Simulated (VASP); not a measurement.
FeO (Wuestite): single point with PBE

The system is FeO (Wuestite).

```
Fe O
1.0
     1.51882    0.87689    2.51958
    -1.51882    0.87689    2.51958
     0.00000   -1.75378    2.51958
Fe O
1 1
Direct
  0.00000 0.00000 0.00000
  0.50000 0.50000 0.50000
```

```yaml
Program: VASP 6.6.1
Task: single point
Functional: PBE
Potentials_or_basis: VASP PAW PBE potentials, release 64 (Fe, O)
Cutoff: 520 eV
k_mesh: 11 × 11 × 11
Occupations: gaussian, width 0.05 eV
Spin: collinear spin, ferromagnetic start
Starting_moments: "[3.0, 0.0] μB"
```

```
Pressure                                              : -1.2 GPa
Band gap on the k mesh                                : zero (filled and empty bands overlap)
Net moment                                            : 4.00 μB per cell
Site moments                                          : Fe +3.62; O +0.30 μB
Valence electrons inside the program's atomic spheres : Fe 6.72; O 4.99
```

Stress tensor (GPa, compression positive):
```
-0.92  0.00  0.00
 0.00 -0.92  0.00
 0.00  0.00 -1.81
```

Levels at points of the mesh, in eV from the Fermi level:
Spin up:
```
           k point  band 7  band 8  band 9  band 10  band 11  band 12
(0.00, 0.00, 0.00)   -3.74   -3.68   -3.68     0.06    15.45    16.72
```
Spin down:
| k point | band 1 | band 2 | band 3 | band 4 | band 5 | band 6 | band 7 | band 8 | band 9 | band 10 |
| --- | --- | --- | --- | --- | --- | --- | --- | --- | --- | --- |
| (0.00, 0.00, 0.00) | -20.15 | -3.29 | -3.19 | -3.19 | -0.79 | -0.70 | -0.70 | 0.20 | 0.20 | 0.86 |

Wall time 58 s on 1 thread of Intel(R) Xeon(R) Platinum 8488C (Sapphire Rapids), on a shared host, peak memory 0.21 GiB.

Caveat: a cell with one magnetic atom can't hold antiferromagnetic order, which such compounds often take; semilocal functionals often make such compounds metallic where correlation or magnetic order opens a gap, which also shifts bond lengths. With open d or f shells a metallic result of PBE can be an artefact of self-interaction; +U or a hybrid may open a gap.
